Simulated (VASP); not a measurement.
Li:

```xyz
4
Lattice="4.4200 0.0000 0.0000 0.0000 4.4200 0.0000 0.0000 0.0000 4.4200" Properties=species:S:1:pos:R:3 pbc="T T T"
Li    0.0000    0.0000    0.0000
Li    0.0000    2.2100    2.2100
Li    2.2100    0.0000    2.2100
Li    2.2100    2.2100    0.0000
```

```yaml
Program: VASP 6.6.1
Task: relaxation of cell and atoms
Functional: LDA
Potentials_or_basis: VASP PAW LDA potentials, release 64 (Li_sv)
Cutoff: 600 eV
k_mesh: 9 × 9 × 9
Occupations: methfessel-paxton, width 0.05 eV
Spin: no spin polarisation
```

At the start: pressure -1.7 GPa; volume 21.59 Å³/atom.

Task: How do energy, volume and symmetry change on relaxing?

Result: Over 4 steps the energy falls by 18.0 meV/atom and the volume is 18.54 Å³/atom (-14.1 %); space group Fm-3m (No. 225, to 0.05 Å).

The path:
```csv
step,energy change (eV),largest force (eV/Å),pressure (GPa),volume (Å³)
1,0.0000,0.0000,-1.73,86.35
2,-0.0282,0.0000,-1.42,83.48
3,-0.0689,0.0000,-0.43,76.69
4,-0.0719,0.0000,0.06,74.15
```

Final structure:
```
Li
1.0
     4.20113    0.00000    0.00000
     0.00000    4.20113    0.00000
     0.00000    0.00000    4.20113
Li
4
Direct
  0.00000 0.00000 0.00000
  0.00000 0.50000 0.50000
  0.50000 0.00000 0.50000
  0.50000 0.50000 0.00000
```

Caveat: the cutoff is under 1.25 times the usual one of these potentials, so pressure, stress and relaxed cells hold a basis-set (Pulay) error.
